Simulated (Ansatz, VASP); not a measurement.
## Ti: VASP beside Ansatz

```
CELL_PARAMETERS angstrom
2.95000 0.00000 0.00000
-1.47500 2.55477 0.00000
0.00000 0.00000 4.75629
ATOMIC_POSITIONS crystal
Ti 0.33333 0.66667 0.25000
Ti 0.66667 0.33333 0.75000
```

Change from the starting cell: strain +0.000 along x and y, +0.015 along z, atoms carried along.

Alike in both runs: task single point; functional PBEsol; k mesh 18 × 18 × 10; occupations gaussian, width 0.15 eV; no spin polarisation.

|  | VASP | Ansatz |
| --- | --- | --- |
| version | VASP 6.6.1 | Ansatz 0.2.0 |
| potentials or method | VASP PAW PBE potentials, release 64 (Ti_sv), cutoff 520 eV | scalar-relativistic, plane waves, PAW |
| valence electrons in the cell | 24 | 24 |

```csv
,VASP,Ansatz,Ansatz less VASP
gap on the k mesh at the Fermi level (eV),none,none,-
pressure (GPa),-7.5,-7.3,+0.20
"traceless stress, the component that is largest in VASP (GPa)",-1.37,-1.38,-0.007
```

VASP's potentials were made for PBE, not for PBEsol. A gap of «none» marks a metal or a gap that the smearing closes.
